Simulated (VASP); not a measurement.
# GaN (F-43m) in VASP: a series of runs, part 2 of 2

VASP 6.6.1.

## 4. Single point, LDA

This run uses another cell than the first one, of 10.37 Å³/atom, 0.938 times its volume.

INCAR reads:

```
PREC = Accurate
ENCUT = 910
EDIFF = 1E-6
ISMEAR = 0
SIGMA = 0.01
LREAL = False
LASPH = True
NELM = 120
ALGO = Normal
ISIF = 2
LWAVE = False
LCHARG = False
NBANDS = 16
GGA_COMPAT = False
```

KPOINTS reads:

```
regular mesh
0
Gamma
  10 10 10
```

POSCAR reads:

```
GaN
1.0
    0.0000000000      2.1803732750      2.1803732750
    2.1803732750      0.0000000000      2.1803732750
    2.1803732750      2.1803732750      0.0000000000
Ga N
1 1
Direct
    0.0000000000      0.0000000000      0.0000000000
    0.2500000000      0.2500000000      0.2500000000
```

Potentials or basis: VASP PAW LDA potentials, release 64 (Ga_d, N_h).

Launch:

```sh
cat potpaw_LDA.64/Ga_d/POTCAR potpaw_LDA.64/N_h/POTCAR > POTCAR
mpirun -np 1 vasp_std > vasp.out
```

OUTCAR:

```text
PREC = Accurate
   ENCUT = 910
   EDIFF = 1E-6
   ISMEAR = 0
   LREAL = False
   LASPH = True
   NELM = 120
   ISIF = 2

 ion  position               nearest neighbor table
   1  0.000  0.000  0.000-   2 1.89   2 1.89   2 1.89   2 1.89
   2  0.250  0.250  0.250-   1 1.89   1 1.89   1 1.89   1 1.89

  LATTYP: Found a face centered cubic cell.
 ALAT       =     4.3607465500

  Lattice vectors:

 A1 = (   0.0000000000,   2.1803732750,   2.1803732750)
 A2 = (   2.1803732750,   0.0000000000,   2.1803732750)
 A3 = (   2.1803732750,   2.1803732750,   0.0000000000)

[... 624 lines left out ...]
      5      -6.6546      2.00000
      6      -5.8312      2.00000
[... 8 lines left out ...]
     15      29.9435      0.00000
     16      30.3340      0.00000

 [... further k-points ...]
[... 5 lines left out ...]
  --------------------------------------------------------------------------------------
  -------------------------------------------------------------------------------------
  Total        2.0865776      2.0865776      2.0865776      0.0000000      0.0000000      0.0000000
  in kB      161.2584891    161.2584891    161.2584891      0.0000000      0.0000000      0.0000000
  external PRESSURE =     161.2584891 kB  Pullay stress =       0.0000000 kB

 VOLUME and BASIS-vectors are now :
 -----------------------------------------------------------------------------
  energy-cutoff  :      910.00
  volume of cell :       20.73
      direct lattice vectors                 reciprocal lattice vectors
     0.000000000  2.180373275  2.180373275    -0.229318533  0.229318533  0.229318533
     2.180373275  0.000000000  2.180373275     0.229318533 -0.229318533  0.229318533
     2.180373275  2.180373275  0.000000000     0.229318533  0.229318533 -0.229318533

 POSITION                                       TOTAL-FORCE (eV/Angst)
 -----------------------------------------------------------------------------------
      0.00000      0.00000      0.00000        -0.000000     -0.000000     -0.000000
      1.09019      1.09019      1.09019         0.000000      0.000000      0.000000
 -----------------------------------------------------------------------------------
    total drift:                               -0.000000     -0.000000     -0.000000

  FREE ENERGIE OF THE ION-ELECTRON SYSTEM (eV)
  ---------------------------------------------------
  free  energy   TOTEN  =       -13.8740807885 eV

  energy  without entropy=      -13.8740807885  energy(sigma->0) =      -13.87408079
```

OSZICAR:

```text
N       E                     dE             d eps       ncg     rms          rms(c)
DAV:   1     0.113494340129E+03    0.11349E+03   -0.12492E+04  1672   0.289E+03
DAV:   2    -0.503238074229E+01   -0.11853E+03   -0.10922E+03  1768   0.433E+02
DAV:   3    -0.158749806983E+02   -0.10843E+02   -0.10719E+02  1672   0.948E+01
DAV:   4    -0.160606314096E+02   -0.18565E+00   -0.18551E+00  1904   0.126E+01
DAV:   5    -0.160627200429E+02   -0.20886E-02   -0.20886E-02  1784   0.128E+00    0.790E+00
DAV:   6    -0.139297073137E+02    0.21330E+01   -0.48302E+00  2312   0.433E+01    0.201E+00
DAV:   7    -0.139013793133E+02    0.28328E-01   -0.28005E-01  1680   0.569E+00    0.129E+00
DAV:   8    -0.138757787186E+02    0.25601E-01   -0.47007E-02  2024   0.267E+00    0.293E-01
DAV:   9    -0.138740942366E+02    0.16845E-02   -0.70175E-03  2208   0.220E+00    0.721E-02
DAV:  10    -0.138740872773E+02    0.69593E-05   -0.76448E-04  2072   0.409E-01    0.202E-02
DAV:  11    -0.138740810907E+02    0.61865E-05   -0.60465E-05  2248   0.135E-01    0.564E-03
DAV:  12    -0.138740807885E+02    0.30223E-06   -0.58518E-06  1936   0.400E-02
   1 F= -.13874081E+02 E0= -.13874081E+02  d E =-.130915E-27
```

stdout:

```text
POSCAR found type information on POSCAR GaN
 POSCAR found :  2 types and       2 ions
 scaLAPACK will be used
 LDA part: xc-table for (Slater(with rela. corr.)+CA(PZ))
 , standard interpolation
 POSCAR, INCAR and KPOINTS ok, starting setup
 FFT: planning ... GRIDC
 FFT: planning ... GRID_SOFT
 FFT: planning ... GRID
 WAVECAR not read
 entering main loop
```

Run time: 24 s. Hardware: 1 thread of AMD EPYC 9R45 (Zen 5), shared host; peak memory 0.14 GiB.

What came out:

```
Free energy            : -13.8741 eV
Pressure               : 16.1 GPa
Band gap on the k mesh : 2.39 eV, direct
```

Levels at points of the mesh, in eV from the valence-band top:
| k point | band 6 | band 7 | band 8 | band 9 | band 10 | band 11 | band 12 | band 13 |
| --- | --- | --- | --- | --- | --- | --- | --- | --- |
| (0.00, 0.00, 0.00) | -13.26 | 0.00 | 0.00 | 0.00 | 2.39 | 10.73 | 10.73 | 10.73 |
| (0.50, 0.00, 0.00) | -11.88 | -7.81 | -1.11 | -1.11 | 5.23 | 9.08 | 10.72 | 10.72 |
| (0.50, 0.50, 0.00) | -11.42 | -6.63 | -3.10 | -3.10 | 3.27 | 7.05 | 12.25 | 14.82 |

Caveat: the cutoff is under 1.25 times the usual one of these potentials, so pressure, stress and relaxed cells hold a basis-set (Pulay) error.

## 5. Single point, LDA

This run uses another cell than the first one, of 10.57 Å³/atom, 0.956 times its volume.

INCAR reads:

```
  ALGO = Normal
  EDIFF = 1E-6
  ENCUT = 910
  GGA_COMPAT = False
  ISIF = 2
  ISMEAR = 0
  LASPH = True
  LCHARG = False
  LREAL = False
  LWAVE = False
  NBANDS = 16
  NELM = 120
  PREC = Accurate
  SIGMA = 0.01
```

KPOINTS reads:

```
k-points
0
Gamma
  10 10 10
```

POSCAR reads:

```
GaN
1.0
    0.0000000000      2.1946662504      2.1946662504
    2.1946662504      0.0000000000      2.1946662504
    2.1946662504      2.1946662504      0.0000000000
Ga N
1 1
Direct
    0.0000000000      0.0000000000      0.0000000000
    0.2500000000      0.2500000000      0.2500000000
```

Launch:

```sh
cat potpaw_LDA.64/Ga_d/POTCAR potpaw_LDA.64/N_h/POTCAR > POTCAR
mpirun -np 1 vasp_std > vasp.out
```

Run time: 38 s. Hardware: 1 thread of AMD EPYC 7R43 (Zen 3), shared host; peak memory 0.15 GiB.

The run converged. Its results:

```yaml
Free_energy: -13.9096 eV
Pressure: 11.0 GPa
Band_gap_on_the_k_mesh: 2.26 eV, direct
```

Levels at points of the mesh, in eV from the valence-band top:
| k point | band 6 | band 7 | band 8 | band 9 | band 10 | band 11 | band 12 | band 13 |
| --- | --- | --- | --- | --- | --- | --- | --- | --- |
| (0.00, 0.00, 0.00) | -13.25 | 0.00 | 0.00 | 0.00 | 2.26 | 10.61 | 10.61 | 10.61 |
| (0.50, 0.00, 0.00) | -11.87 | -7.67 | -1.08 | -1.08 | 5.09 | 8.99 | 10.62 | 10.62 |
| (0.50, 0.50, 0.00) | -11.41 | -6.54 | -3.03 | -3.03 | 3.27 | 6.94 | 12.09 | 14.60 |

Caveat: the cutoff is under 1.25 times the usual one of these potentials, so pressure, stress and relaxed cells hold a basis-set (Pulay) error.

## 6. The runs side by side

```csv
task,potentials or basis,cell,cutoff (eV),second run,gap on the mesh (eV),pressure (GPa)
relaxation of cell and atoms,"VASP PAW LDA potentials, release 64 (Ga_d, N)","relaxed to 10 GPa from a = 3.150 Å, angles 60.0°, 2 atoms",600,-,2.23,10.0
relaxation of cell and atoms,"VASP PAW LDA potentials, release 64 (Ga_d, N)","relaxed to 15 GPa from a = 3.150 Å, angles 60.0°, 2 atoms",600,-,2.36,15.0
single point,"VASP PAW LDA potentials, release 64 (Ga_d, N_h)","a = 3.084 Å, angles 60.0°, 2 atoms",910,hard_potentials,2.39,16.1
single point,"VASP PAW LDA potentials, release 64 (Ga_d, N_h)","a = 3.104 Å, angles 60.0°, 2 atoms",910,hard_potentials,2.26,11.0
```

Alike in all rows: level LDA; no spin polarisation; k mesh 10 × 10 × 10; smearing gaussian 0.01 eV.

Caveats: the cell is relaxed towards a set pressure, so the enthalpy falls and the energy may rise (some runs); the cutoff is under 1.25 times the usual one of these potentials, so pressure, stress and relaxed cells hold a basis-set (Pulay) error (some runs).

Total energies depend on the potentials used, so only differences within one code and one set of settings carry meaning.
